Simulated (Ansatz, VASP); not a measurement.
# LiCl in VASP and in Ansatz

```
CELL_PARAMETERS angstrom
1.75984 -6.87209 0.00000
1.75984 6.87209 0.00000
0.00000 0.00000 3.52847
ATOMIC_POSITIONS crystal
Li 0.82970 0.17030 0.75000
Li 0.17030 0.82970 0.25000
Cl 0.64995 0.35005 0.75000
Cl 0.35005 0.64995 0.25000
```

Alike in both runs: functional PBE; k mesh 6 × 6 × 6; occupations gaussian, width 0.1 eV; no spin polarisation.

Ansatz relaxed the structure, and its values are those at the end. VASP's run is a single point on that final structure, the one shown.

|  | VASP | Ansatz |
| --- | --- | --- |
| version | VASP 6.6.1 | Ansatz 0.2.0 |
| potentials or method | VASP PAW PBE potentials, release 64 (Li_sv, Cl), cutoff 520 eV | scalar-relativistic, plane waves, PAW |
| valence electrons in the cell | 20 | 20 |

|  | VASP | Ansatz | Ansatz less VASP |
| --- | --- | --- | --- |
| gap on the k mesh at the Fermi level (eV) | 5.67 | 5.66 | -0.005 |
| least direct gap on the mesh (eV) | 5.83 | 5.82 | -0.005 |

Noted on VASP's run: the cutoff is under 1.25 times that of the potentials, so the pressure is a little rough.
